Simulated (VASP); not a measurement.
Wanted: the native input for a VASP 6.6.1 run.

```
Task                   : single point
Functional             : PBE
Potentials or basis    : VASP PAW PBE potentials, release 64 (Ga_d, Se)
Cutoff                 : 520 eV
k mesh                 : 6 × 6 × 6
Occupations            : gaussian, width 0.1 eV
Spin                   : no spin polarisation
Dipole correction      : no
Further INCAR settings : ALGO = Normal; EDIFF = 1e-06; NBANDS = 23
```

The structure of Ga2Se lies in POSCAR:

```
Ga2Se
1.0
    0.0000000000      3.4281981566      3.4281981566
    3.4281981566      0.0000000000      3.4281981566
    3.4281981566      3.4281981566      0.0000000000
Ga Se
2 1
Direct
    0.2500000000      0.2500000000      0.2500000000
    0.7500000000      0.7500000000      0.7500000000
    0.0000000000      0.0000000000      0.0000000000
```

These files were run (other wordings do the same):

INCAR

```
PREC = Accurate
ENCUT = 520
EDIFF = 1E-6
ISMEAR = 0
SIGMA = 0.1
LREAL = False
LASPH = True
NELM = 100
ALGO = Normal
ISIF = 2
LWAVE = False
LCHARG = False
GGA = PE
NBANDS = 23
```

KPOINTS

```
regular mesh
0
Gamma
  6 6 6
```

Potentials or basis: VASP PAW PBE potentials, release 64 (Ga_d, Se).

The run is started by

```bash
$ cat potpaw_PBE.64/Ga_d/POTCAR potpaw_PBE.64/Se/POTCAR > POTCAR
$ mpirun -np 1 vasp_std > vasp.out
```

It gave:

```json
{
 "Pressure": "0.2 GPa",
 "Band gap on the k mesh": "zero (bands 16 and 17 overlap by 0.20 eV)"
}
```

Wall time 11 s on 1 thread of Intel(R) Xeon(R) 6975P-C (Granite Rapids), on a shared host, peak memory 0.21 GiB.
